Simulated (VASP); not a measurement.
Write the native input for VASP 6.6.1 that does the following.

| Quantity | Value |
| --- | --- |
| Task | single point |
| Functional | PBE |
| Potentials or basis | VASP PAW PBE potentials, release 64 (Al, N) |
| Cutoff | 520 eV |
| k mesh | 10 × 10 × 10 |
| Occupations | gaussian, width 0.05 eV |
| Spin | no spin polarisation |
| Dipole correction | no |
| Further INCAR settings | ALGO = Normal; EDIFF = 1e-06; NBANDS = 11 |

The structure of AlN lies in POSCAR:

```
AlN
1.0
    0.0000000000      2.1839935596      2.1839935596
    2.1839935596      0.0000000000      2.1839935596
    2.1839935596      2.1839935596      0.0000000000
Al N
1 1
Direct
   -0.0089137066     -0.0089137066      0.0089137066
    0.7671703803      0.7671703803      0.7328296197
```

This cell differs from its parent crystal: mode 4 (656.9 1/cm) frozen in, largest displacement +0.075 Å.

One way to write it, as run:

INCAR

```
PREC = Accurate ; ENCUT = 520
EDIFF = 1E-6 ; ISMEAR = 0
SIGMA = 0.05 ; LREAL = False
LASPH = True ; NELM = 60
ALGO = Normal ; ISIF = 2
LWAVE = False ; LCHARG = True
GGA = PE ; LELF = True
LVHAR = True ; NBANDS = 11
```

KPOINTS

```
Automatic mesh
0
Gamma
  10 10 10
```

Potentials or basis: VASP PAW PBE potentials, release 64 (Al, N).

Run with:

```sh
$ cat potpaw_PBE.64/Al/POTCAR potpaw_PBE.64/N/POTCAR > POTCAR
$ mpirun -np 1 vasp_std > vasp.out
```

It gave:

| Quantity | Value |
| --- | --- |
| Pressure | 6.2 GPa |
| Largest force | 1.652 eV/Å |
| Band gap on the k mesh | 3.02 eV, indirect (least direct gap 3.88 eV) |

Caveat: the cell differs from its parent crystal (mode 4 (656.9 1/cm) frozen in, largest displacement +0.075 Å); forces of over 1 eV/Å act on the atoms, so gaps and moduli don't describe the material at rest.

Run time: 11 s on 1 thread of Intel(R) Xeon(R) 6975P-C (Granite Rapids), on a shared host, peak memory 0.16 GiB.
